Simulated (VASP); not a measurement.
Here is a VASP 6.6.1 calculation.

The input INCAR:

```
SYSTEM = Ta
  ALGO = Normal
  EDIFF = 1E-6
  ENCUT = 520
  ISIF = 2
  ISMEAR = 0
  LASPH = .TRUE.
  LCHARG = .FALSE.
  LREAL = .FALSE.
  LWAVE = .FALSE.
  NBANDS = 12
  NELM = 60
  PREC = Accurate
  SIGMA = 0.2
```

The input KPOINTS:

```
k-points
0
G
  14 14 14
  0 0 0
```

File POSCAR:

```
Ta
1.0
   -1.6276710318      1.6276710318      1.6276710318
    1.6276710318     -1.6276710318      1.6276710318
    1.6276710318      1.6276710318     -1.6276710318
Ta
1
Direct
    0.0000000000      0.0000000000      0.0000000000
```

Potentials or basis: VASP PAW LDA potentials, release 64 (Ta_pv).

The run is started by

```bash
$ cat potpaw_LDA.64/Ta_pv/POTCAR > POTCAR
$ mpirun -np 1 vasp_std > vasp.out
```

**Question.** Estimate the pressure.

**Answer.** 0.9 GPa.
